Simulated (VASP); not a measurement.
# Sn (I4_1/amd) in VASP: further runs

Runs on Sn. Level: PBEsol. Tasks: single point.

Everything below comes from runs of VASP 6.6.1. Logs are shortened: lines on timing, memory, paths and dates and some standing lists are left out, and cuts for length are marked.

### 1 The cell of the first run

Symmetry: I4_1/amd, No. 141, tetragonal system. Conventional cell: a = 5.410 Å, b = 5.410 Å, c = 2.943 Å, α = 90.00°, β = 90.00°, γ = 90.00°. Sn (site symmetry -4m2) has 10 Sn at 2.80 to 3.49 Å within 3.7 Å.

### 2 Single point, PBEsol (strain -0.080 along x and y, -0.080 along z)

Contents of INCAR:

```
SYSTEM = Sn
PREC     = Accurate       ! precision mode
ENCUT    = 520            ! plane-wave cutoff, eV
EDIFF    = 1E-6           ! SCF threshold, eV
ISMEAR   = 0              ! smearing method
SIGMA    = 0.15           ! smearing width, eV
LREAL    = .False.        ! projectors in reciprocal space
LASPH    = .True.         ! aspherical terms in the spheres
NELM     = 60             ! most SCF steps
ALGO     = Fast           ! electronic algorithm
ISIF     = 2              ! what is computed and relaxed
LWAVE    = .False.        ! write WAVECAR
LCHARG   = .True.         ! write CHGCAR
GGA      = PS             ! functional
LELF     = .True.         ! ELF
LVHAR    = .True.       
NBANDS   = 21             ! bands
```

Contents of KPOINTS:

```
Automatic mesh
0
Gamma
  16 16 16
  0 0 0
```

Contents of POSCAR:

```
Sn
1.0
   -2.7049292189      2.7049292189      1.4713578298
    2.7049292189     -2.7049292189      1.4713578298
    2.7049292189      2.7049292189     -1.4713578298
Sn
2
Direct
    0.7500000000      0.2500000000      0.5000000000
    0.0000000000      0.0000000000      0.0000000000
```

Potentials or basis: VASP PAW PBE potentials, release 64 (Sn_d).

Command:

```console
$ cat potpaw_PBE.64/Sn_d/POTCAR > POTCAR
$ mpirun -np 1 vasp_std > vasp.out
```

OUTCAR:

```text
SYSTEM = Sn
   PREC = Accurate
   ENCUT = 520
   EDIFF = 1E-6
   ISMEAR = 0
   LREAL = .False.
   LASPH = .True.
   NELM = 60
   ISIF = 2
   GGA = PS

 ion  position               nearest neighbor table
   1  0.750  0.250  0.500-   2 2.80   2 2.80   2 2.80   2 2.80   2 3.49   2 3.49   2 3.49   2 3.49

   2  0.000  0.000  0.000-   1 2.80   1 2.80   1 2.80   1 2.80   1 3.49   1 3.49   1 3.49   1 3.49

  LATTYP: Found a body centered tetragonal cell.
 ALAT       =     5.4098584378
 C/A-ratio  =     0.5439542815

  Lattice vectors:

 A1 = (  -2.7049292189,   2.7049292189,   1.4713578298)
 A2 = (   2.7049292189,  -2.7049292189,   1.4713578298)
 A3 = (   2.7049292189,   2.7049292189,  -1.4713578298)

Analysis of symmetry for initial positions (statically):
=====================================================================
 Subroutine PRICEL returns:
 Original cell was already a primitive cell.

 Routine SETGRP: Setting up the symmetry group for a
 body centered tetragonal supercell.

 Subroutine GETGRP returns: Found 16 space group operations
 (whereof  8 operations were pure point group operations)
 out of a pool of 16 trial point group operations.

The static configuration has the point symmetry D_2d.
 The point group associated with its full space group is D_4h.

Analysis of symmetry for dynamics (positions and initial velocities):
=====================================================================
 Subroutine PRICEL returns:
 Original cell was already a primitive cell.

 Routine SETGRP: Setting up the symmetry group for a
 body centered tetragonal supercell.

 Subroutine GETGRP returns: Found 16 space group operations
 (whereof  8 operations were pure point group operations)
 out of a pool of 16 trial point group operations.

The dynamic configuration has the point symmetry D_2d.
 The point group associated with its full space group is D_4h.

 Subroutine INISYM returns: Found 16 space group operations
 (whereof  8 operations are pure point group operations),
 and found     1 'primitive' translations

----------------------------------------------------------------------------------------

                                     Primitive cell

  volume of cell :      43.0616

  direct lattice vectors                    reciprocal lattice vectors
    -2.704929219  2.704929219  1.471357830     0.000000000  0.184847720  0.339822163
     2.704929219 -2.704929219  1.471357830     0.184847720  0.000000000  0.339822163
     2.704929219  2.704929219 -1.471357830     0.184847720  0.184847720  0.000000000

  length of vectors
     4.098558042  4.098558042  4.098558042     0.386843356  0.386843356  0.261414153

  position of ions in fractional coordinates (direct lattice)
     0.750000000  0.250000000  0.500000000
     0.000000000  0.000000000  0.000000000

  ion indices of the primitive-cell ions
   primitive index   ion index
                 1           1
                 2           2

----------------------------------------------------------------------------------------

 KPOINTS: Automatic mesh

Automatic generation of k-mesh.
 Grid dimensions read from file:
 generate k-points for:   16   16   16

 Generating k-lattice:

  Cartesian coordinates                     Fractional coordinates (reciprocal lattice)
     0.000000000  0.011552983  0.021238885     0.062500000  0.000000000  0.000000000
     0.011552983  0.000000000  0.021238885     0.000000000  0.062500000  0.000000000
     0.011552983  0.011552983  0.000000000     0.000000000  0.000000000  0.062500000

  Length of vectors
     0.024177710  0.024177710  0.016338385

  Shift w.r.t. Gamma in fractional coordinates (k-lattice)
     0.000000000  0.000000000  0.000000000

 Subroutine IBZKPT returns following result:
 ===========================================

 Found    349 irreducible k-points:

 Following reciprocal coordinates:
            Coordinates               Weight
  0.000000  0.000000  0.000000      1.000000
  0.062500  0.000000  0.000000      8.000000
  0.125000  0.000000  0.000000      8.000000
  0.187500  0.000000  0.000000      8.000000
  0.250000  0.000000  0.000000      8.000000
  0.312500 -0.000000  0.000000      8.000000
[... 16 lines left out ...]
 -0.125000  0.062500  0.000000     16.000000
 -0.062500  0.062500  0.000000      4.000000
 [... further k-points ...]
   k-points           NKPTS =    349   k-points in BZ     NKDIM =    349   number of bands    NBANDS=     21
   number of dos      NEDOS =    301   number of ions     NIONS =      2
   total plane-waves  NPLWV =  27000
   dimension x,y,z NGX =    30 NGY =   30 NGZ =   30
   dimension x,y,z NGXF=    60 NGYF=   60 NGZF=   60
   ions per type =               2
   NGX,Y,Z   is equivalent  to a cutoff of  12.17, 12.17, 12.17 a.u.
   NGXF,Y,Z  is equivalent  to a cutoff of  24.34, 24.34, 24.34 a.u.
 SYSTEM =  Sn
   PREC   = accura    normal or accurate (medium, high low for compatibility)
   ISTART =      0    job   : 0-new  1-cont  2-samecut
   ICHARG =      2    charge: 1-file 2-atom 10-const
   ISPIN  =      1    spin polarized calculation?
   LNONCOLLINEAR =      F non collinear calculations
   LSORBIT =      F    spin-orbit coupling
   LASPH  =      T    aspherical Exc in radial PAW
   ENCUT  =  520.0 eV  38.22 Ry    6.18 a.u.   7.62  7.62  7.62*2*pi/ulx,y,z
   NELM   =     60;   NELMIN=  2; NELMDL= -5     # of ELM steps
   EDIFF  = 0.1E-05   stopping-criterion for ELM
   LREAL  =      F    real-space projection
[... 7 lines left out ...]
   TEBEG  =    0.0;   TEEND  =   0.0 temperature during run
   PSTRESS=    0.0 pullay stress
   NELECT =      28.0000    total number of electrons
   NUPDOWN=      -1.0000    fix difference up-down
   EMIN   =  10.00;   EMAX   =-10.00  energy-range for DOS
   EFERMI =   0.00;   METHOD = LEGACY
   ISMEAR =     0;   SIGMA  =   0.15  broadening in eV -4-tet -1-fermi 0-gaus
   EFERMI_NEDOS =   21; number of points for ismear=-14 and -15
   IALGO  =     68    algorithm
   IMIX   =      4    mixing-type and parameters
     AMIX     =   0.40;   BMIX     =  1.00
     AMIX_MAG =   1.60;   BMIX_MAG =  1.00
  volume/ion in A,a.u.               =      21.53       145.30
  Fermi-wavevector in a.u.,A,eV,Ry     =   1.418287  2.680174 27.368638  2.011538
  Thomas-Fermi vector in A             =   2.539428
   LORBIT       =      0    0 simple, 1 ext, 2 COOP (PROOUT), +10 PAW based schemes
   GGA     = PS    functional components
   LHFCALC =     F    Hartree Fock is set to
   AEXX    =    0.0000 exact exchange contribution
   IVDW    =     0    specifies the selected vdW correction
   LEPSILON=     F    determine dielectric tensor
   LRPA    =     F    only Hartree local field effects (RPA)
 non-spin polarized calculation
 RMM-DIIS sequential band-by-band and
 Gauss-broadening in eV      SIGMA  =   0.15
  energy-cutoff  :      520.00
  volume of cell :       43.06
 maximum number of plane-waves:      1188
   NGX = 15   NGY = 15   NGZ = 15

 number of electron      28.0000016 magnetization

 Free energy of the ion-electron system (eV)
  ---------------------------------------------------
  ext. energy  EPLUGINS =         0.00000000
  ---------------------------------------------------
  free energy    TOTEN  =        -7.95176872 eV

  energy without entropy =       -7.94312941  energy(sigma->0) =       -7.94744906

 E-fermi :  11.0737     XC(G=0): -11.5894

 val. band max:       11.0672847173   @ k =   0.5000   0.3750   0.0625
 cond. band min:      11.0826041372   @ k =   0.4375   0.4375  -0.0000
 fundamental gap:      0.0153194199
 Fermi energy:        11.0736971228

 k-point     1 :       0.0000    0.0000    0.0000
  band No.  band energies     occupation
      1     -11.0328      2.00000
      2     -10.8567      2.00000
      3     -10.8231      2.00000
      4     -10.7742      2.00000
      5     -10.4568      2.00000
      6     -10.4568      2.00000
[... 13 lines left out ...]
     20      22.1334      0.00000
     21      22.8564      0.00000

 k-point     2 :       0.0625    0.0000    0.0000
  band No.  band energies     occupation
      1     -11.0282      2.00000
      2     -10.8416      2.00000
      3     -10.8167      2.00000
      4     -10.7551      2.00000
      5     -10.4719      2.00000
      6     -10.4705      2.00000
[... 13 lines left out ...]
     20      21.4434      0.00000
     21      21.5073      0.00000

 k-point     3 :       0.1250    0.0000    0.0000
  band No.  band energies     occupation
      1     -11.0140      2.00000
      2     -10.8001      2.00000
      3     -10.7985      2.00000
      4     -10.7044      2.00000
      5     -10.5045      2.00000
      6     -10.4924      2.00000
[... 13 lines left out ...]
     20      20.2608      0.00000
     21      20.3534      0.00000

 k-point     4 :       0.1875    0.0000    0.0000
  band No.  band energies     occupation
      1     -10.9913      2.00000
      2     -10.7714      2.00000
      3     -10.7451      2.00000
      4     -10.6448      2.00000
      5     -10.5453      2.00000
      6     -10.4992      2.00000
[... 13 lines left out ...]
     20      19.4538      0.00000
     21      20.1671      0.00000

 k-point     5 :       0.2500    0.0000    0.0000
  band No.  band energies     occupation
      1     -10.9640      2.00000
      2     -10.7412      2.00000
      3     -10.7013      2.00000
      4     -10.6194      2.00000
      5     -10.5858      2.00000
      6     -10.4880      2.00000
[... 13 lines left out ...]
     20      18.7629      0.00000
     21      20.7506      0.00000
[... 382 lines left out ...]
     20      19.8981      0.00000
     21      20.1132      0.00000

 k-point    22 :      -0.1875    0.0625    0.0000
  band No.  band energies     occupation
      1     -10.9975      2.00000
      2     -10.8052      2.00000
      3     -10.7827      2.00000
      4     -10.7184      2.00000
      5     -10.5023      2.00000
      6     -10.4791      2.00000
[... 13 lines left out ...]
     20      20.3096      0.00000
     21      20.8824      0.00000

 k-point    23 :      -0.1250    0.0625    0.0000
  band No.  band energies     occupation
      1     -11.0163      2.00000
      2     -10.8444      2.00000
      3     -10.8054      2.00000
      4     -10.7628      2.00000
      5     -10.4738      2.00000
      6     -10.4633      2.00000
[... 13 lines left out ...]
     20      21.5797      0.00000
     21      21.8901      0.00000

 k-point    24 :      -0.0625    0.0625    0.0000
  band No.  band energies     occupation
      1     -11.0267      2.00000
      2     -10.8580      2.00000
      3     -10.8173      2.00000
      4     -10.7779      2.00000
      5     -10.4598      2.00000
      6     -10.4535      2.00000
[... 13 lines left out ...]
     20      22.4431      0.00000
     21      22.7255      0.00000

 [... further k-points ...]

------------------------ aborting loop because EDIFF is reached ----------------------------------------

  FORCE on cell =-STRESS in cart. coord.  units (eV):
  Direction    XX          YY          ZZ          XY          YZ          ZX
  --------------------------------------------------------------------------------------
  -------------------------------------------------------------------------------------
  Total        5.8901340      5.8901340      5.4080243      0.0000000      0.0000000      0.0000000
  in kB      219.1521057    219.1521057    201.2144249      0.0000000      0.0000000      0.0000000
  external PRESSURE =     213.1728788 kB  Pullay stress =       0.0000000 kB

 VOLUME and BASIS-vectors are now :
 -----------------------------------------------------------------------------
  energy-cutoff  :      520.00
  volume of cell :       43.06
      direct lattice vectors                 reciprocal lattice vectors
    -2.704929219  2.704929219  1.471357830     0.000000000  0.184847720  0.339822163
     2.704929219 -2.704929219  1.471357830     0.184847720  0.000000000  0.339822163
     2.704929219  2.704929219 -1.471357830     0.184847720  0.184847720  0.000000000

 POSITION                                       TOTAL-FORCE (eV/Angst)
 -----------------------------------------------------------------------------------
      0.00000      2.70493      0.73568         0.000000     -0.000000      0.000000
      0.00000      0.00000      0.00000        -0.000000      0.000000     -0.000000
 -----------------------------------------------------------------------------------
    total drift:                                0.000000     -0.000000      0.000000

  FREE ENERGIE OF THE ION-ELECTRON SYSTEM (eV)
  ---------------------------------------------------
  free  energy   TOTEN  =        -7.9517687161 eV

  energy  without entropy=       -7.9431294080  energy(sigma->0) =       -7.94744906
```

Wall time 2.8 min (1 thread of AMD EPYC 9R45 (Zen 5), shared host); peak memory 0.33 GiB.

What came out:

- Free energy: -7.9518 eV
- Pressure: 21.3 GPa
- Band gap on the k mesh: zero (bands 14 and 15 overlap by 5.70 eV)

Stress tensor (GPa, compression positive):
```
21.92  0.00  0.00
 0.00 21.92  0.00
 0.00  0.00 20.12
```

Levels at points of the mesh, in eV from the Fermi level:
| k point | band 11 | band 12 | band 13 | band 14 | band 15 | band 16 | band 17 | band 18 |
| --- | --- | --- | --- | --- | --- | --- | --- | --- |
| (0.00, 0.00, 0.00) | -13.16 | -2.96 | -2.74 | -2.74 | 2.53 | 7.34 | 7.34 | 8.56 |
| (0.50, 0.00, 0.00) | -7.53 | -6.49 | -2.35 | -2.07 | -1.66 | 1.93 | 3.36 | 5.84 |
| (0.50, 0.50, 0.00) | -10.40 | -10.40 | 0.51 | 0.51 | 1.96 | 1.96 | 6.94 | 6.94 |
| (0.50, 0.50, 0.50) | -8.30 | -8.30 | -6.36 | -6.36 | 5.83 | 5.83 | 11.70 | 11.70 |

Caveat: the cell differs from its parent crystal (strain -0.080 along x and y, -0.080 along z); the cell stands under pressure; the PAW data sets were made with another functional, which shifts forces and pressure a little; spin-orbit coupling is left out, which moves the levels of the heavy elements.

### 3 Single point, PBEsol (strain -0.080 along x and y, -0.040 along z)

Contents of INCAR:

```
SYSTEM = Sn
PREC = Accurate
ENCUT = 520
EDIFF = 1E-6
ISMEAR = 0
SIGMA = 0.15
LREAL = .FALSE.
LASPH = .TRUE.
NELM = 100
ALGO = Fast
ISIF = 2
LWAVE = .FALSE.
LCHARG = .FALSE.
GGA = PS
NBANDS = 21
```

Contents of KPOINTS:

```
Automatic mesh
0
G
  16 16 16
  0 0 0
```

Contents of POSCAR:

```
Sn
1.0
   -2.7049292189      2.7049292189      1.5353299093
    2.7049292189     -2.7049292189      1.5353299093
    2.7049292189      2.7049292189     -1.5353299093
Sn
2
Direct
    0.7500000000      0.2500000000      0.5000000000
    0.0000000000      0.0000000000      0.0000000000
```

Potentials or basis: VASP PAW PBE potentials, release 64 (Sn_d).

Command:

```console
$ cat potpaw_PBE.64/Sn_d/POTCAR > POTCAR
$ mpirun -np 1 vasp_std > vasp.out
```

It took 2.9 min on 1 thread of AMD EPYC 9R45 (Zen 5), shared host; peak memory 0.34 GiB.

The run converged. Its results:

- Free energy: -8.1354 eV
- Pressure: 15.8 GPa
- Band gap on the k mesh: zero (bands 14 and 15 overlap by 5.82 eV)

Stress tensor (GPa, compression positive):
```
17.87  0.00  0.00
 0.00 17.87  0.00
 0.00  0.00 11.64
```

Levels at points of the mesh, in eV from the Fermi level:
| k point | band 11 | band 12 | band 13 | band 14 | band 15 | band 16 | band 17 | band 18 |
| --- | --- | --- | --- | --- | --- | --- | --- | --- |
| (0.00, 0.00, 0.00) | -12.76 | -2.59 | -2.39 | -2.39 | 2.79 | 7.49 | 7.54 | 7.54 |
| (0.50, 0.00, 0.00) | -7.74 | -6.41 | -2.11 | -2.08 | -1.76 | 1.92 | 3.33 | 5.73 |
| (0.50, 0.50, 0.00) | -10.02 | -10.02 | 0.78 | 0.78 | 2.28 | 2.28 | 6.01 | 6.01 |
| (0.50, 0.50, 0.50) | -7.93 | -7.93 | -6.01 | -6.01 | 4.78 | 4.78 | 12.01 | 12.01 |

Caveat: the cell differs from its parent crystal (strain -0.080 along x and y, -0.040 along z); the stress differs along the axes, from 12 to 18 GPa; the PAW data sets were made with another functional, which shifts forces and pressure a little; spin-orbit coupling is left out, which moves the levels of the heavy elements.
